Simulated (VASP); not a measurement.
Here is a VASP 6.6.1 calculation.

File INCAR:

```
SYSTEM = Sb
PREC = Accurate
ENCUT = 520
EDIFF = 1E-7
ISMEAR = 0
SIGMA = 0.1
LREAL = .FALSE.
LASPH = .TRUE.
NELM = 60
ALGO = Normal
ISIF = 2
LWAVE = .FALSE.
LCHARG = .FALSE.
GGA = PE
NBANDS = 18
```

KPOINTS

```
Automatic mesh
0
G
  4 4 4
  0 0 0
```

File POSCAR:

```
Sb
1.0
    5.5957511800      0.0000000000      0.0000000000
    0.0000000000      5.5957511800      0.0000000000
    0.0000000000      0.0000000000      4.2635509200
Sb
4
Direct
    0.1518950200      0.3418392300      0.5000000000
    0.8481049800      0.6581607700      0.5000000000
    0.6581607700      0.1518950200      0.5000000000
    0.3418392300      0.8481049800      0.5000000000
```

Potentials or basis: VASP PAW PBE potentials, release 64 (Sb).

Command:

```sh
$ cat potpaw_PBE.64/Sb/POTCAR > POTCAR
$ mpirun -np 1 vasp_std > vasp.out
```

Problem. What does it give for the largest force?

Solution. 4.266 eV/Å.

Problem. What does it give for the pressure?

Solution. 14.8 GPa.

Problem. What does it give for the band gap on the k mesh?

Solution. Zero (band 10 reaches 6.24 eV, above the bottom of band 11 at 4.76 eV).

Forces on the atoms (eV/Å):
```
Sb   2.929 -3.102  0.000
Sb  -2.929  3.102  0.000
Sb   3.102  2.929  0.000
Sb  -3.102 -2.929  0.000
```

Caveat: the k points lie up to 0.37 Å⁻¹ apart; spin-orbit coupling is left out, which moves the levels of the heavy elements; forces of over 1 eV/Å act on the atoms, so gaps and moduli don't describe the material at rest.
